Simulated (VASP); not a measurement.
# Al (P6_3/mmc) in VASP: further runs

Al is run at these levels: PBE+D3(BJ); tasks: single point.

All numbers are computed with VASP 6.6.1; they aren't measurements. Logs are shortened: lines on timing, memory, paths and dates and some standing lists are left out, and cuts for length are marked.

## (1) The cell of the first run

The structure is hexagonal, space group P6_3/mmc (No. 194). The conventional cell has a = 2.796 Å, b = 2.796 Å, c = 9.365 Å, α = 90.00°, β = 90.00°, γ = 120.00°. Within 3.7 Å of Al (site symmetry -3m) lie 12 Al at 2.80 to 2.84 Å. Within 3.7 Å of Al (site symmetry -6m2) lie 12 Al at 2.80 to 2.84 Å.

This isn't the form of Al at room conditions, which is fcc.

## (2) Single point, PBE+D3(BJ) (15.85 Å³/atom)

Input file INCAR:

```
SYSTEM = Al
  ALGO = Fast
  EDIFF = 1E-6
  ENCUT = 520
  GGA = PE
  ISIF = 2
  ISMEAR = 0
  IVDW = 12
  LASPH = .True.
  LCHARG = .False.
  LREAL = .False.
  LWAVE = .False.
  NBANDS = 14
  NELM = 60
  PREC = Accurate
  SIGMA = 0.15
```

Input file KPOINTS:

```
k-points
0
Gamma
  18 18 6
  0 0 0
```

Input file POSCAR:

```
Al
1.0
    2.7956917514      0.0000000000      0.0000000000
   -1.3978458757      2.4211400779      0.0000000000
    0.0000000000      0.0000000000      9.3652877980
Al
4
Direct
    0.0000000000      0.0000000000      0.0000000000
    0.3333333333      0.6666666667      0.2500000000
    0.0000000000      0.0000000000      0.5000000000
    0.6666666667      0.3333333333      0.7500000000
```

Potentials or basis: VASP PAW PBE potentials, release 64 (Al).

Command:

```
cat potpaw_PBE.64/Al/POTCAR > POTCAR
mpirun -np 1 vasp_std > vasp.out
```

OUTCAR:

```text
SYSTEM = Al
   EDIFF = 1E-6
   ENCUT = 520
   GGA = PE
   ISIF = 2
   ISMEAR = 0
   IVDW = 12
   LASPH = .True.
   LREAL = .False.
   NELM = 60
   PREC = Accurate
 IVDW          = 12

 ion  position               nearest neighbor table
   1  0.000  0.000  0.000-   2 2.84   4 2.84   4 2.84   2 2.84   4 2.84   2 2.84
   2  0.333  0.667  0.250-   1 2.84   3 2.84   1 2.84   3 2.84   1 2.84   3 2.84
   3  0.000  0.000  0.500-   2 2.84   4 2.84   4 2.84   2 2.84   4 2.84   2 2.84
   4  0.667  0.333  0.750-   1 2.84   3 2.84   1 2.84   3 2.84   1 2.84   3 2.84

  LATTYP: Found a hexagonal cell.
 ALAT       =     2.7956917514
 C/A-ratio  =     3.3499000000

  Lattice vectors:

 A1 = (   2.7956917514,   0.0000000000,   0.0000000000)
 A2 = (  -1.3978458757,   2.4211400779,   0.0000000000)
 A3 = (   0.0000000000,   0.0000000000,   9.3652877980)

Analysis of symmetry for initial positions (statically):
=====================================================================
 Subroutine PRICEL returns:
 Original cell was already a primitive cell.

 Routine SETGRP: Setting up the symmetry group for a
 hexagonal supercell.

 Subroutine GETGRP returns: Found 24 space group operations
 (whereof 12 operations were pure point group operations)
 out of a pool of 24 trial point group operations.

The static configuration has the point symmetry D_3d.
 The point group associated with its full space group is D_6h.

Analysis of symmetry for dynamics (positions and initial velocities):
=====================================================================
 Subroutine PRICEL returns:
 Original cell was already a primitive cell.

 Routine SETGRP: Setting up the symmetry group for a
 hexagonal supercell.

 Subroutine GETGRP returns: Found 24 space group operations
 (whereof 12 operations were pure point group operations)
 out of a pool of 24 trial point group operations.

The dynamic configuration has the point symmetry D_3d.
 The point group associated with its full space group is D_6h.

 Subroutine INISYM returns: Found 24 space group operations
 (whereof 12 operations are pure point group operations),
 and found     1 'primitive' translations

----------------------------------------------------------------------------------------

                                     Primitive cell

  volume of cell :      63.3914

  direct lattice vectors                    reciprocal lattice vectors
     2.795691751  0.000000000  0.000000000     0.357693225  0.206514280  0.000000000
    -1.397845876  2.421140078  0.000000000     0.000000000  0.413028560  0.000000000
     0.000000000  0.000000000  9.365287798     0.000000000  0.000000000  0.106777285

  length of vectors
     2.795691751  2.795691751  9.365287798     0.413028560  0.413028560  0.106777285

  position of ions in fractional coordinates (direct lattice)
     0.000000000  0.000000000  0.000000000
     0.333333333  0.666666667  0.250000000
     0.000000000  0.000000000  0.500000000
     0.666666667  0.333333333  0.750000000

  ion indices of the primitive-cell ions
   primitive index   ion index
                 1           1
                 2           2
                 3           3
                 4           4

----------------------------------------------------------------------------------------

 KPOINTS: k-points

Automatic generation of k-mesh.
 Grid dimensions read from file:
 generate k-points for:   18   18    6

 Generating k-lattice:

  Cartesian coordinates                     Fractional coordinates (reciprocal lattice)
     0.019871846  0.011473016  0.000000000     0.055555556 -0.000000000  0.000000000
     0.000000000  0.022946031  0.000000000     0.000000000  0.055555556  0.000000000
     0.000000000  0.000000000  0.017796214     0.000000000  0.000000000  0.166666667

  Length of vectors
     0.022946031  0.022946031  0.017796214

  Shift w.r.t. Gamma in fractional coordinates (k-lattice)
     0.000000000  0.000000000  0.000000000

 Subroutine IBZKPT returns following result:
 ===========================================

 Found    148 irreducible k-points:

 Following reciprocal coordinates:
            Coordinates               Weight
  0.000000  0.000000  0.000000      1.000000
  0.055556  0.000000  0.000000      6.000000
  0.111111  0.000000  0.000000      6.000000
  0.166667  0.000000  0.000000      6.000000
  0.222222  0.000000  0.000000      6.000000
  0.277778  0.000000  0.000000      6.000000
[... 16 lines left out ...]
  0.333333  0.111111  0.000000     12.000000
  0.388889  0.111111  0.000000     12.000000
 [... further k-points ...]
   k-points           NKPTS =    148   k-points in BZ     NKDIM =    148   number of bands    NBANDS=     14
   number of dos      NEDOS =    301   number of ions     NIONS =      4
   total plane-waves  NPLWV =  40320
   dimension x,y,z NGX =    24 NGY =   24 NGZ =   70
   dimension x,y,z NGXF=    48 NGYF=   48 NGZF=  140
   ions per type =               4
   NGX,Y,Z   is equivalent  to a cutoff of  14.27, 14.27, 12.43 a.u.
   NGXF,Y,Z  is equivalent  to a cutoff of  28.54, 28.54, 24.85 a.u.
 SYSTEM =  Al
   PREC   = accura    normal or accurate (medium, high low for compatibility)
   ISTART =      0    job   : 0-new  1-cont  2-samecut
   ICHARG =      2    charge: 1-file 2-atom 10-const
   ISPIN  =      1    spin polarized calculation?
   LNONCOLLINEAR =      F non collinear calculations
   LSORBIT =      F    spin-orbit coupling
   LASPH  =      T    aspherical Exc in radial PAW
   ENCUT  =  520.0 eV  38.22 Ry    6.18 a.u.   5.20  5.20 17.41*2*pi/ulx,y,z
   NELM   =     60;   NELMIN=  2; NELMDL= -5     # of ELM steps
   EDIFF  = 0.1E-05   stopping-criterion for ELM
   LREAL  =      F    real-space projection
   EDIFFG = 0.1E-04   stopping-criterion for IOM
   NSW    =      0    number of steps for IOM
   IBRION =     -1    ionic relax: 0-MD 1-quasi-New 2-CG
   NFREE  =      0    steps in history (QN), initial steepest desc. (CG)
   ISIF   =      2    stress and relaxation
   ISYM   =      2    0-nonsym 1-usesym 2-fastsym
   POTIM  = 0.5000    time-step for ionic-motion
   TEBEG  =    0.0;   TEEND  =   0.0 temperature during run
   PSTRESS=    0.0 pullay stress
   NELECT =      12.0000    total number of electrons
   NUPDOWN=      -1.0000    fix difference up-down
   EMIN   =  10.00;   EMAX   =-10.00  energy-range for DOS
   EFERMI =   0.00;   METHOD = LEGACY
   ISMEAR =     0;   SIGMA  =   0.15  broadening in eV -4-tet -1-fermi 0-gaus
   EFERMI_NEDOS =   21; number of points for ismear=-14 and -15
   IALGO  =     68    algorithm
   IMIX   =      4    mixing-type and parameters
     AMIX     =   0.40;   BMIX     =  1.00
     AMIX_MAG =   1.60;   BMIX_MAG =  1.00
  volume/ion in A,a.u.               =      15.85       106.95
  Fermi-wavevector in a.u.,A,eV,Ry     =   0.939994  1.776331 12.021957  0.883589
  Thomas-Fermi vector in A             =   2.067362
   LORBIT       =      0    0 simple, 1 ext, 2 COOP (PROOUT), +10 PAW based schemes
   GGA     = PE    functional components
   LHFCALC =     F    Hartree Fock is set to
   AEXX    =    0.0000 exact exchange contribution
   IVDW    =    12    specifies the selected vdW correction
   LEPSILON=     F    determine dielectric tensor
   LRPA    =     F    only Hartree local field effects (RPA)
 non-spin polarized calculation
 RMM-DIIS sequential band-by-band and
 Gauss-broadening in eV      SIGMA  =   0.15
  energy-cutoff  :      520.00
  volume of cell :       63.39
 maximum number of plane-waves:      1727
 NGX is ok and might be reduce to    24
   NGX = 11   NGY = 11   NGZ = 35

 number of electron      12.0000000 magnetization

 Free energy of the ion-electron system (eV)
  ---------------------------------------------------
  ext. energy  EPLUGINS =         0.00000000
  ---------------------------------------------------
  free energy    TOTEN  =       -14.90554852 eV

  energy without entropy =      -14.88668696  energy(sigma->0) =      -14.89611774

 E-fermi :   8.4193     XC(G=0): -10.3438

 val. band max:        8.4179939925   @ k =   0.2778   0.2222   0.0000
 cond. band min:       8.4237123145   @ k =   0.4444   0.0556   0.3333
 fundamental gap:      0.0057183220
 Fermi energy:         8.4192893108

 k-point     1 :       0.0000    0.0000    0.0000
  band No.  band energies     occupation
      1      -2.9905      2.00000
      2      -1.3164      2.00000
      3      -1.3100      2.00000
      4       3.5374      2.00000
      5       3.6758      2.00000
      6      11.4696      0.00000
      7      11.4794      0.00000
      8      19.8151      0.00000
      9      19.8151      0.00000
     10      19.9180      0.00000
     11      19.9180      0.00000
     12      20.5486      0.00000
     13      20.8300      0.00000
     14      20.8905      0.00000

 k-point     2 :       0.0556    0.0000    0.0000
  band No.  band energies     occupation
      1      -2.9126      2.00000
      2      -1.2394      2.00000
      3      -1.2331      2.00000
      4       3.6096      2.00000
      5       3.7518      2.00000
      6      11.5334      0.00000
      7      11.5451      0.00000
      8      18.0895      0.00000
      9      18.7426      0.00000
     10      19.3759      0.00000
     11      19.4768      0.00000
     12      19.9834      0.00000
     13      20.1030      0.00000
     14      20.1207      0.00000
[... 343 lines left out ...]
      1       1.0008      2.00000
      2       2.6223      2.00000
      3       2.6241      2.00000
      4       6.1732      2.00000
      5       7.1987      2.00000
      6       7.5108      2.00000
      7       8.0827      1.99849
      8       8.3085      1.70381
      9      11.4361      0.00000
     10      12.4631      0.00000
     11      12.8819      0.00000
     12      13.1642      0.00000
     13      13.6125      0.00000
     14      15.4718      0.00000

 k-point    24 :       0.3889    0.1111    0.0000
  band No.  band energies     occupation
      1       2.1286      2.00000
      2       3.7157      2.00000
      3       3.7214      2.00000
      4       4.7772      2.00000
      5       6.4280      2.00000
      6       6.4371      2.00000
      7       8.4283      0.93229
      8       8.7697      0.00096
      9      10.7995      0.00000
     10      11.0224      0.00000
     11      12.1271      0.00000
     12      12.9672      0.00000
     13      13.2655      0.00000
     14      16.3809      0.00000

 [... further k-points ...]

------------------------ aborting loop because EDIFF is reached ----------------------------------------

 Edisp (eV)   -1.40290

 E8    (eV) :    -0.6277

  FORCE on cell =-STRESS in cart. coord.  units (eV):
  Direction    XX          YY          ZZ          XY          YZ          ZX
  --------------------------------------------------------------------------------------
  -------------------------------------------------------------------------------------
  Total       0.33836     0.33836    -0.61128     0.00000     0.00000     0.00000
  in kB       8.55189     8.55189   -15.44963     0.00000     0.00000     0.00000
  external pressure =        0.55 kB  Pullay stress =        0.00 kB

 VOLUME and BASIS-vectors are now :
 -----------------------------------------------------------------------------
  energy-cutoff  :      520.00
  volume of cell :       63.39
      direct lattice vectors                 reciprocal lattice vectors
     2.795691751  0.000000000  0.000000000     0.357693225  0.206514280  0.000000000
    -1.397845876  2.421140078  0.000000000     0.000000000  0.413028560  0.000000000
     0.000000000  0.000000000  9.365287798     0.000000000  0.000000000  0.106777285

 POSITION                                       TOTAL-FORCE (eV/Angst)
 -----------------------------------------------------------------------------------
      0.00000      0.00000      0.00000         0.000000     -0.000000      0.000000
     -0.00000      1.61409      2.34132         0.000000     -0.000000     -0.000000
      0.00000      0.00000      4.68264         0.000000     -0.000000      0.000000
      1.39785      0.80705      7.02397        -0.000000      0.000000      0.000000
 -----------------------------------------------------------------------------------
    total drift:                               -0.000000      0.000000      0.000000

  FREE ENERGIE OF THE ION-ELECTRON SYSTEM (eV)
  ---------------------------------------------------
  free  energy   TOTEN  =       -16.3084469883 eV

  energy  without entropy=      -16.2895854238  energy(sigma->0) =      -16.29901621
```

Wall time 3 min (1 thread of Intel Xeon 8259CL, shared host); peak memory 0.25 GiB.

What came out:

```
Free energy                : -16.3084 eV
Pressure                   : 0.1 GPa
Band gap on the k mesh     : zero (bands 6 and 7 overlap by 5.18 eV)
Dispersion energy per atom : -0.351 eV
```

Stress tensor (GPa, compression positive):
```
 0.86  0.00  0.00
 0.00  0.86  0.00
 0.00  0.00 -1.54
```

## (3) Single point, PBE+D3(BJ) (15.85 Å³/atom)

Input file INCAR:

```
  ALGO = Normal
  EDIFF = 1E-6
  ENCUT = 520
  GGA = PE
  ISIF = 2
  ISMEAR = 0
  IVDW = 12
  LASPH = T
  LCHARG = F
  LREAL = F
  LWAVE = F
  NBANDS = 14
  NELM = 60
  PREC = Accurate
  SIGMA = 0.15
```

Input file KPOINTS:

```
k-points
0
Gamma
  18 18 6
```

Input file POSCAR:

```
Al
1.0
    2.8332901880      0.0000000000      0.0000000000
   -1.4166450940      2.4537012791      0.0000000000
    0.0000000000      0.0000000000      9.1183778121
Al
4
Direct
    0.0000000000      0.0000000000      0.0000000000
    0.3333333333      0.6666666667      0.2500000000
    0.0000000000      0.0000000000      0.5000000000
    0.6666666667      0.3333333333      0.7500000000
```

Potentials or basis: VASP PAW PBE potentials, release 64 (Al).

Command:

```
cat potpaw_PBE.64/Al/POTCAR > POTCAR
mpirun -np 1 vasp_std > vasp.out
```

It took 2.4 min on 1 thread of Intel Xeon 8259CL, shared host; peak memory 0.25 GiB.

It converged, with:

```yaml
Free_energy: -16.3091 eV
Pressure: 0.0 GPa
Band_gap_on_the_k_mesh: zero (bands 6 and 7 overlap by 5.77 eV)
Dispersion_energy_per_atom: -0.351 eV
```

Stress tensor (GPa, compression positive):
```
-0.72  0.00  0.00
 0.00 -0.72  0.00
 0.00  0.00  1.36
```

Levels at points of the mesh, in eV from the Fermi level:
```
           k point  band 4  band 5  band 6  band 7  band 8  band 9
(0.00, 0.00, 0.00)   -4.67   -4.25    3.80    3.82   10.75   10.75
(0.50, 0.00, 0.00)   -3.99   -3.41   -3.32    0.84    1.28    1.53
(0.00, 0.00, 0.50)   -7.47   -0.67   -0.67    8.85    8.85   11.09
(0.50, 0.00, 0.50)   -4.95   -1.88   -1.88   -1.20   -1.20    4.85
```

## (4) Single point, PBE+D3(BJ)

Input file INCAR:

```
ALGO = Normal ; EDIFF = 1E-7
ENCUT = 520 ; GGA = PE
ISIF = 2 ; ISMEAR = 0
IVDW = 12 ; LASPH = True
LCHARG = False ; LREAL = False
LWAVE = False ; NBANDS = 14
NELM = 60 ; PREC = Accurate
SIGMA = 0.15
```

KPOINTS is that of step 3.

Input file POSCAR:

```
Al
1.0
    2.8144222649      0.0000000000      0.0000000000
   -1.4072111325      2.4373611784      0.0000000000
    0.0000000000      0.0000000000      9.2410470711
Al
4
Direct
    0.0000000000      0.0000000000      0.0000000000
    0.3333333333      0.6666666667      0.2500000000
    0.0000000000      0.0000000000      0.5000000000
    0.6666666667      0.3333333333      0.7500000000
```

Command:

```
cat potpaw_PBE.64/Al/POTCAR > POTCAR
mpirun -np 1 vasp_std > vasp.out
```

Run time: 3.1 min. Hardware: 1 thread of Intel Xeon 8259CL, shared host; peak memory 0.25 GiB.

Results (log left out):

| Quantity | Value |
| --- | --- |
| Free energy | -16.3146 eV |
| Pressure | 0.0 GPa |
| Band gap on the k mesh | zero (bands 6 and 7 overlap by 5.51 eV) |
| Dispersion energy per atom | -0.351 eV |

Levels at points of the mesh, in eV from the Fermi level:
```
           k point  band 3  band 4  band 5  band 6  band 7  band 8  band 9  band 10
(0.00, 0.00, 0.00)   -9.68   -4.77   -4.49    3.43    3.44   11.08   11.08    11.22
(0.50, 0.00, 0.00)   -4.01   -3.96   -3.35   -3.28    0.82    1.26    1.35     1.69
(0.00, 0.00, 0.50)   -7.56   -7.56   -0.95   -0.95    8.38    8.38   11.41    11.41
(0.50, 0.00, 0.50)   -4.88   -4.88   -1.89   -1.89   -1.21   -1.21    4.66     4.66
```

## (5) Single point, PBE+D3(BJ) (16.16 Å³/atom)

This run uses another cell than the first one, of 16.16 Å³/atom.

Input file INCAR:

```
SYSTEM = Al
PREC = Accurate
ENCUT = 520
EDIFF = 1E-6
ISMEAR = 0
SIGMA = 0.15
LREAL = .False.
LASPH = .True.
NELM = 80
ALGO = Normal
ISIF = 2
LWAVE = .False.
LCHARG = .False.
GGA = PE
IVDW = 12
NBANDS = 14
```

Input file KPOINTS:

```
regular mesh
0
Gamma
  18 18 6
  0 0 0
```

Input file POSCAR:

```
Al
1.0
    2.7583754992      0.0000000000      0.0000000000
   -1.3791877496      2.3888232554      0.0000000000
    0.0000000000      0.0000000000      9.8129208382
Al
4
Direct
    0.0000000000      0.0000000000      0.0000000000
    0.3333333333      0.6666666667      0.2500000000
    0.0000000000      0.0000000000      0.5000000000
    0.6666666667      0.3333333333      0.7500000000
```

Command:

```
cat potpaw_PBE.64/Al/POTCAR > POTCAR
mpirun -np 1 vasp_std > vasp.out
```

Wall time 2.7 min (1 thread of Intel Xeon 8259CL, shared host); peak memory 0.26 GiB.

It converged, with:

* Free energy: -16.2398 eV
* Pressure: -0.8 GPa
* Band gap on the k mesh: zero (bands 6 and 7 overlap by 4.31 eV)
* Dispersion energy per atom: -0.344 eV

Stress tensor (GPa, compression positive):
```
 1.27  0.00  0.00
 0.00  1.27  0.00
 0.00  0.00 -4.88
```

Levels at points of the mesh, in eV from the Fermi level:
```
           k point  band 3  band 4  band 5  band 6  band 7  band 8  band 9  band 10
(0.00, 0.00, 0.00)   -9.72   -5.41   -5.05    1.98    1.99   10.85   11.87    12.21
(0.50, 0.00, 0.00)   -3.80   -3.79   -3.09   -3.08    0.67    0.85    1.09     1.25
(0.00, 0.00, 0.50)   -7.84   -7.84   -1.94   -1.94    6.48    6.48   12.45    12.45
(0.50, 0.00, 0.50)   -4.52   -4.52   -1.88   -1.88   -1.22   -1.22    3.90     3.90
```

Caveat: the stress differs along the axes, from -5 to 1 GPa.

## (6) Overview

```tsv
cell	gap on the mesh (eV)	pressure (GPa)
a = 2.796, b = 2.796, c = 9.365 Å, angles 90.0, 90.0, 120.0°, 4 atoms	none	0.1
a = 2.833, b = 2.833, c = 9.118 Å, angles 90.0, 90.0, 120.0°, 4 atoms	none	0.0
a = 2.814, b = 2.814, c = 9.241 Å, angles 90.0, 90.0, 120.0°, 4 atoms	none	0.0
a = 2.758, b = 2.758, c = 9.813 Å, angles 90.0, 90.0, 120.0°, 4 atoms	none	-0.8
```

Alike in all rows: task single point; level PBE+D3(BJ); potentials or basis VASP PAW PBE potentials, release 64 (Al); no spin polarisation; k mesh 18 × 18 × 6; cutoff (eV) 520; smearing gaussian 0.15 eV.

Caveats: the stress differs along the axes, from -5 to 1 GPa (at least some runs).

Total energies depend on the potentials used, so only differences within one code and one set of settings carry meaning.

The gap in the log of VASP goes by the Fermi energy; the results here count the filled bands.